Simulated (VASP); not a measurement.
# I (Cmce) in VASP: notebook

The runs below take I through single point, relaxation of cell and atoms, with PBE.

All numbers are computed with VASP 6.6.1; they aren't measurements. Logs are shortened: lines on timing, memory, paths and dates and some standing lists are left out, and cuts for length are marked.

## (1) The cell of the first run

The structure is orthorhombic, space group Cmce (No. 64). Conventional cell: a = 8.983 Å, b = 4.614 Å, c = 9.844 Å, α = 90.00°, β = 90.00°, γ = 90.00°. Within 3.7 Å of I (site symmetry m) lie 3 I at 2.81 to 3.42 Å.

## (2) Single point, PBE

INCAR

```
  ALGO = Normal
  EDIFF = 1E-6
  ENCUT = 520
  GGA = PE
  ISIF = 2
  ISMEAR = -1
  LASPH = T
  LCHARG = F
  LREAL = F
  LWAVE = F
  NBANDS = 22
  NELM = 80
  PREC = Accurate
  SIGMA = 0.05
```

KPOINTS

```
k-points
0
Gamma
  5 5 3
```

POSCAR

```
I
1.0
    4.4916495569     -2.3067621932      0.0000000000
    4.4916495569      2.3067621932      0.0000000000
    0.0000000000      0.0000000000      9.8437122989
I
4
Direct
    0.6581657067      0.3418342933      0.3779640994
    0.1581657067      0.8418342933      0.1220359006
    0.3418342933      0.6581657067      0.6220359006
    0.8418342933      0.1581657067      0.8779640994
```

Potentials or basis: VASP PAW PBE potentials, release 64 (I).

Command:

```
> cat potpaw_PBE.64/I/POTCAR > POTCAR
> mpirun -np 1 vasp_std > vasp.out
```

OUTCAR:

```text
EDIFF = 1E-6
   ENCUT = 520
   GGA = PE
   ISIF = 2
   ISMEAR = -1
   LASPH = T
   LREAL = F
   NELM = 80
   PREC = Accurate

 ion  position               nearest neighbor table
   1  0.658  0.342  0.378-   3 2.81   2 3.42   2 3.42
   2  0.158  0.842  0.122-   4 2.81   1 3.42   1 3.42
   3  0.342  0.658  0.622-   1 2.81   4 3.42   4 3.42
   4  0.842  0.158  0.878-   2 2.81   3 3.42   3 3.42

  LATTYP: Found a base centered orthorhombic cell.
 ALAT       =     4.6135243864
 B/A-ratio  =     1.9471662793
 C/A-ratio  =     2.1336643040

  Lattice vectors:

 A1 = (  -4.4916495569,  -2.3067621932,   0.0000000000)
 A2 = (   4.4916495569,  -2.3067621932,   0.0000000000)
 A3 = (   0.0000000000,   0.0000000000,   9.8437122989)

Analysis of symmetry for initial positions (statically):
=====================================================================
 Subroutine PRICEL returns:
 Original cell was already a primitive cell.

 Routine SETGRP: Setting up the symmetry group for a
 base centered orthorhombic supercell.

 Subroutine GETGRP returns: Found  8 space group operations
 (whereof  4 operations were pure point group operations)
 out of a pool of  8 trial point group operations.

The static configuration has the point symmetry C_2h.
 The point group associated with its full space group is D_2h.

Analysis of symmetry for dynamics (positions and initial velocities):
=====================================================================
 Subroutine PRICEL returns:
 Original cell was already a primitive cell.

 Routine SETGRP: Setting up the symmetry group for a
 base centered orthorhombic supercell.

 Subroutine GETGRP returns: Found  8 space group operations
 (whereof  4 operations were pure point group operations)
 out of a pool of  8 trial point group operations.

The dynamic configuration has the point symmetry C_2h.
 The point group associated with its full space group is D_2h.

 Subroutine INISYM returns: Found  8 space group operations
 (whereof  4 operations are pure point group operations),
 and found     1 'primitive' translations

----------------------------------------------------------------------------------------

                                     Primitive cell
[... 82 lines left out ...]
   ISPIN  =      1    spin polarized calculation?
   LNONCOLLINEAR =      F non collinear calculations
   LSORBIT =      F    spin-orbit coupling
   LASPH  =      T    aspherical Exc in radial PAW
   ENCUT  =  520.0 eV  38.22 Ry    6.18 a.u.   9.39  9.39 18.30*2*pi/ulx,y,z
   NELM   =     80;   NELMIN=  2; NELMDL= -5     # of ELM steps
   EDIFF  = 0.1E-05   stopping-criterion for ELM
   LREAL  =      F    real-space projection
   EDIFFG = 0.1E-04   stopping-criterion for IOM
   NSW    =      0    number of steps for IOM
   IBRION =     -1    ionic relax: 0-MD 1-quasi-New 2-CG
   NFREE  =      0    steps in history (QN), initial steepest desc. (CG)
   ISIF   =      2    stress and relaxation
   ISYM   =      2    0-nonsym 1-usesym 2-fastsym
   POTIM  = 0.5000    time-step for ionic-motion
   TEBEG  =    0.0;   TEEND  =   0.0 temperature during run
   PSTRESS=    0.0 pullay stress
   NELECT =      28.0000    total number of electrons
   NUPDOWN=      -1.0000    fix difference up-down
   EMIN   =  10.00;   EMAX   =-10.00  energy-range for DOS
   EFERMI =   0.00;   METHOD = LEGACY
   ISMEAR =    -1;   SIGMA  =   0.05  broadening in eV -4-tet -1-fermi 0-gaus
   EFERMI_NEDOS =   21; number of points for ismear=-14 and -15
   IALGO  =     38    algorithm
   IMIX   =      4    mixing-type and parameters
     AMIX     =   0.40;   BMIX     =  1.00
     AMIX_MAG =   1.60;   BMIX_MAG =  1.00
  volume/ion in A,a.u.               =      51.00       344.14
  Fermi-wavevector in a.u.,A,eV,Ry     =   0.844491  1.595856  9.703197  0.713165
  Thomas-Fermi vector in A             =   1.959528
   LORBIT       =      0    0 simple, 1 ext, 2 COOP (PROOUT), +10 PAW based schemes
   GGA     = PE    functional components
   LHFCALC =     F    Hartree Fock is set to
   AEXX    =    0.0000 exact exchange contribution
   IVDW    =     0    specifies the selected vdW correction
   LEPSILON=     F    determine dielectric tensor
   LRPA    =     F    only Hartree local field effects (RPA)
 non-spin polarized calculation
  energy-cutoff  :      520.00
  volume of cell :      203.98
 maximum number of plane-waves:      5529
 NGX is ok and might be reduce to    40
   NGX = 19   NGY = 19   NGZ = 37

 number of electron      28.0000000 magnetization

 Free energy of the ion-electron system (eV)
  ---------------------------------------------------
  ext. energy  EPLUGINS =         0.00000000
  ---------------------------------------------------
  free energy    TOTEN  =        -6.09186589 eV

  energy without entropy =       -6.09186072  energy(sigma->0) =       -6.09186330

 E-fermi :   1.6059     XC(G=0):  -7.1418

 val. band max:        1.0929836763   @ k =   0.0000   0.0000   0.0000
 cond. band min:       2.1456483424   @ k =   0.4000   0.4000   0.0000
 fundamental gap:      1.0526646661
 Fermi energy:         1.6059039878

 k-point     1 :       0.0000    0.0000    0.0000
  band No.  band energies     occupation
      1     -12.1260      2.00000
      2     -11.4841      2.00000
      3     -10.5957      2.00000
      4      -9.4775      2.00000
      5      -3.1869      2.00000
      6      -1.8922      2.00000
[... 439 lines left out ...]
     21       8.7127      0.00000
     22       9.0059      0.00000

------------------------ aborting loop because EDIFF is reached ----------------------------------------

  FORCE on cell =-STRESS in cart. coord.  units (eV):
  Direction    XX          YY          ZZ          XY          YZ          ZX
  --------------------------------------------------------------------------------------
  -------------------------------------------------------------------------------------
  Total        0.0226759     -0.0316082     -0.0574351      0.0000000      0.0000000      0.0000000
  in kB        0.1781059     -0.2482635     -0.4511183      0.0000000      0.0000000      0.0000000
  external PRESSURE =      -0.1737586 kB  Pullay stress =       0.0000000 kB

 VOLUME and BASIS-vectors are now :
 -----------------------------------------------------------------------------
  energy-cutoff  :      520.00
  volume of cell :      203.98
      direct lattice vectors                 reciprocal lattice vectors
     4.491649557 -2.306762193  0.000000000     0.111317678 -0.216754029  0.000000000
     4.491649557  2.306762193  0.000000000     0.111317678  0.216754029  0.000000000
     0.000000000  0.000000000  9.843712299     0.000000000  0.000000000  0.101587691

 POSITION                                       TOTAL-FORCE (eV/Angst)
 -----------------------------------------------------------------------------------
      4.49165     -0.72970      3.72057         0.000000      0.009891      0.010663
      4.49165      1.57706      1.20129         0.000000      0.009891     -0.010663
      4.49165      0.72970      6.12314         0.000000     -0.009891     -0.010663
      4.49165     -1.57706      8.64243         0.000000     -0.009891      0.010663
 -----------------------------------------------------------------------------------
    total drift:                                0.000000     -0.000000      0.000000

  FREE ENERGIE OF THE ION-ELECTRON SYSTEM (eV)
  ---------------------------------------------------
  free  energy   TOTEN  =        -6.0918658894 eV

  energy  without entropy=       -6.0918607163  energy(sigma->0) =       -6.09186330
```

stdout:

```text
POSCAR found type information on POSCAR I
 POSCAR found :  1 types and       4 ions
 scaLAPACK will be used
 LDA part: xc-table for (Slater+PW92), standard interpolation
 POSCAR, INCAR and KPOINTS ok, starting setup
 FFT: planning ... GRIDC
 FFT: planning ... GRID_SOFT
 FFT: planning ... GRID
 WAVECAR not read
 entering main loop
```

It took 77 s on 1 thread of Intel Xeon Platinum 8488C (Sapphire Rapids), shared host; peak memory 0.34 GiB.

What came out:

| Quantity | Value |
| --- | --- |
| Free energy | -6.0919 eV |
| Pressure | 0.0 GPa |
| Largest force | 0.015 eV/Å |
| Band gap on the k mesh | 1.05 eV (least direct gap 1.07 eV) |

Forces on the atoms (eV/Å):
```
I    0.000  0.010  0.011
I    0.000  0.010 -0.011
I    0.000 -0.010 -0.011
I    0.000 -0.010  0.011
```

Levels at points of the mesh, in eV from the valence-band top:
```csv
k point,band 11,band 12,band 13,band 14,band 15,band 16,band 17,band 18
"(0.00, 0.00, 0.00)",-1.29,-0.77,-0.57,0.00,1.07,1.88,4.64,5.24
```

Caveat: spin-orbit coupling is left out, which moves the levels of the heavy elements. A k mesh can miss the band edges.

## (3) Relaxation of cell and atoms, PBE

This run uses another cell than the first one, of 42.63 Å³/atom.

INCAR

```
SYSTEM = I
PREC = Accurate
ENCUT = 600
EDIFF = 1E-7
ISMEAR = -1
SIGMA = 0.05
LREAL = .False.
LASPH = .True.
NELM = 80
ALGO = Normal
ISIF = 3
LWAVE = .False.
LCHARG = .False.
GGA = PE
IBRION = 2
NSW = 60
EDIFFG = -0.01
```

KPOINTS

```
Automatic mesh
0
Gamma
  5 5 3
  0 0 0
```

POSCAR

```
I
1.0
    3.6350350000     -2.3950200000      0.0000000000
    3.6350350000      2.3950200000      0.0000000000
    0.0000000000      0.0000000000      9.7934400000
I
4
Direct
    0.6493000000      0.3507000000      0.3844000000
    0.1493000000      0.8507000000      0.1156000000
    0.3507000000      0.6493000000      0.6156000000
    0.8507000000      0.1493000000      0.8844000000
```

Potentials or basis: VASP PAW PBE potentials, release 64 (I).

Command:

```
> cat potpaw_PBE.64/I/POTCAR > POTCAR
> mpirun -np 1 vasp_std > vasp.out
```

OUTCAR:

```text
SYSTEM = I
   PREC = Accurate
   ENCUT = 600
   EDIFF = 1E-7
   ISMEAR = -1
   LREAL = .False.
   LASPH = .True.
   NELM = 80
   ISIF = 3
   GGA = PE
   IBRION = 2
   NSW = 60
   EDIFFG = -0.01

 ion  position               nearest neighbor table
   1  0.649  0.351  0.384-   3 2.68   2 3.56   2 3.56
   2  0.149  0.851  0.116-   4 2.68   1 3.56   1 3.56
   3  0.351  0.649  0.616-   1 2.68   4 3.56   4 3.56
   4  0.851  0.149  0.884-   2 2.68   3 3.56   3 3.56

  LATTYP: Found a base centered orthorhombic cell.
 ALAT       =     4.7900400000
 B/A-ratio  =     1.5177472422
 C/A-ratio  =     2.0445424255

  Lattice vectors:

 A1 = (  -3.6350350000,  -2.3950200000,   0.0000000000)
 A2 = (   3.6350350000,  -2.3950200000,   0.0000000000)
 A3 = (   0.0000000000,   0.0000000000,   9.7934400000)

Analysis of symmetry for initial positions (statically):
=====================================================================
 Subroutine PRICEL returns:
 Original cell was already a primitive cell.

 Routine SETGRP: Setting up the symmetry group for a
 base centered orthorhombic supercell.

 Subroutine GETGRP returns: Found  8 space group operations
[... 164 lines left out ...]
  energy without entropy =       -5.88839522  energy(sigma->0) =       -5.88839544

------------------------ aborting loop because EDIFF is reached ----------------------------------------

  FORCE on cell =-STRESS in cart. coord.  units (eV):
  Direction    XX          YY          ZZ          XY          YZ          ZX
  --------------------------------------------------------------------------------------
  -------------------------------------------------------------------------------------
  Total        1.3200480      1.3930901      2.8576492      0.0000000      0.0000000      0.0000000
  in kB       12.4027303     13.0890094     26.8495178      0.0000000      0.0000000      0.0000000
  external PRESSURE =      17.4470859 kB  Pullay stress =       0.0000000 kB
[... 95 lines left out ...]
  FREE ENERGIE OF THE ION-ELECTRON SYSTEM (eV)
  ---------------------------------------------------
  free  energy   TOTEN  =        -5.9640268805 eV

  energy  without entropy=       -5.9640230152  energy(sigma->0) =       -5.96402495

[... ionic steps 4 to 13 ...]

--------------------------------------- Ionic step       14  -------------------------------------------

 number of electron      27.9999999 magnetization

------------------------ aborting loop because EDIFF is reached ----------------------------------------
[... 71 lines left out ...]
--------------------------------------- Ionic step       16  -------------------------------------------

 number of electron      27.9999999 magnetization

 Free energy of the ion-electron system (eV)
  ---------------------------------------------------
  ext. energy  EPLUGINS =         0.00000000
  ---------------------------------------------------
  free energy    TOTEN  =        -6.09084763 eV

  energy without entropy =       -6.09084277  energy(sigma->0) =       -6.09084520

 E-fermi :   1.5642     XC(G=0):  -7.1059

 val. band max:        1.0382601798   @ k =   0.0000   0.0000   0.0000
 cond. band min:       2.1134140514   @ k =   0.4000   0.4000   0.0000
 fundamental gap:      1.0751538715
 Fermi energy:         1.5642424126

 k-point     1 :       0.0000    0.0000    0.0000
  band No.  band energies     occupation
      1     -12.1780      2.00000
      2     -11.5342      2.00000
      3     -10.6429      2.00000
      4      -9.5238      2.00000
      5      -3.2280      2.00000
      6      -1.9627      2.00000
[... 398 lines left out ...]
  FREE ENERGIE OF THE ION-ELECTRON SYSTEM (eV)
  ---------------------------------------------------
  free  energy   TOTEN  =        -6.0908476255 eV

  energy  without entropy=       -6.0908427699  energy(sigma->0) =       -6.09084520

 reached required accuracy - stopping structural energy minimisation
```

CONTCAR:

```text
I
   1.00000000000000
     4.5255126730869124   -2.3129677613898223    0.0000000000000000
     4.5255126730869124    2.3129677613898223   -0.0000000000000000
     0.0000000000000000    0.0000000000000001    9.8149529100638215
  I
     4
Direct
     0.6586991513106222    0.3413008486893779    0.3779556636734773
     0.1586991513106220    0.8413008486893778    0.1220443363265227
     0.3413008486893779    0.6586991513106222    0.6220443363265228
     0.8413008486893778    0.1586991513106220    0.8779556636734772

  0.00000000E+00  0.00000000E+00  0.00000000E+00
  0.00000000E+00  0.00000000E+00  0.00000000E+00
  0.00000000E+00  0.00000000E+00  0.00000000E+00
  0.00000000E+00  0.00000000E+00  0.00000000E+00
```

Run time: 8.1 min. Hardware: 1 thread of Intel Xeon Platinum 8488C (Sapphire Rapids), shared host; peak memory 0.34 GiB.

What came out:

| Property | Result |
| --- | --- |
| Free energy | -6.0908 eV |
| Relaxed volume | 51.37 Å³/atom |
| Relaxed cell | a = 5.082 Å, b = 5.082 Å, c = 9.815 Å, α = 90.00°, β = 90.00°, γ = 54.14° |
| Space group after relaxing (to 0.1 Å) | Cmce (No. 64) |
| Energy gained by relaxing | 50.6 meV/atom |
| Ionic steps | 16 |
| Pressure after relaxing | 0.0 GPa |
| Largest force after relaxing | 0.009 eV/Å |
| Band gap on the k mesh | 1.08 eV (least direct gap 1.09 eV) |

Forces on the atoms (eV/Å):
```
I    0.000  0.006  0.006
I    0.000  0.006 -0.006
I    0.000 -0.006 -0.006
I    0.000 -0.006  0.006
```

The path:
| step | energy change (eV) | largest force (eV/Å) | pressure (GPa) | volume (Å³) |
| --- | --- | --- | --- | --- |
| 1 | 0.0000 | 0.8411 | 1.74 | 170.52 |
| 2 | -0.0406 | 0.2852 | -1.03 | 182.22 |
| 3 | -0.0756 | 0.1376 | -0.05 | 177.14 |
| 4 | -0.1043 | 0.1179 | -0.03 | 178.25 |
| 5 | -0.1593 | 0.0570 | 0.20 | 181.32 |
| 6 | -0.0990 | 0.3571 | 1.36 | 186.36 |
| 7 | -0.1679 | 0.0826 | 0.42 | 182.73 |
| 8 | -0.1739 | 0.1940 | -0.28 | 189.30 |
| 9 | -0.1753 | 0.1365 | -0.07 | 187.24 |
| 10 | -0.1864 | 0.1042 | -0.08 | 191.20 |
| 11 | -0.2004 | 0.0218 | -0.06 | 200.99 |
| 12 | -0.2019 | 0.0146 | -0.04 | 204.58 |
| 13 | -0.2020 | 0.0250 | -0.03 | 205.86 |
| 14 | -0.2023 | 0.0179 | 0.05 | 205.30 |
| 15 | -0.2023 | 0.0182 | 0.04 | 205.33 |
| 16 | -0.2025 | 0.0087 | 0.01 | 205.47 |

Final structure:
```cif
data_structure
_symmetry_space_group_name_H-M 'P 1'
_symmetry_Int_Tables_number 1
_cell_length_a 5.0823
_cell_length_b 5.0823
_cell_length_c 9.8150
_cell_angle_alpha 90.000
_cell_angle_beta 90.000
_cell_angle_gamma 54.143
_cell_volume 205.47
loop_
_atom_site_label
_atom_site_type_symbol
_atom_site_fract_x
_atom_site_fract_y
_atom_site_fract_z
_atom_site_occupancy
I1 I 0.65870 0.34130 0.37796 1
I2 I 0.15870 0.84130 0.12204 1
I3 I 0.34130 0.65870 0.62204 1
I4 I 0.84130 0.15870 0.87796 1
```

Caveat: the volume moved by over 15 % at a fixed basis, so the end points are rough; this functional lacks dispersion, which holds the molecules together, so the pressure and a relaxed volume are unreliable; spin-orbit coupling is left out, which moves the levels of the heavy elements.
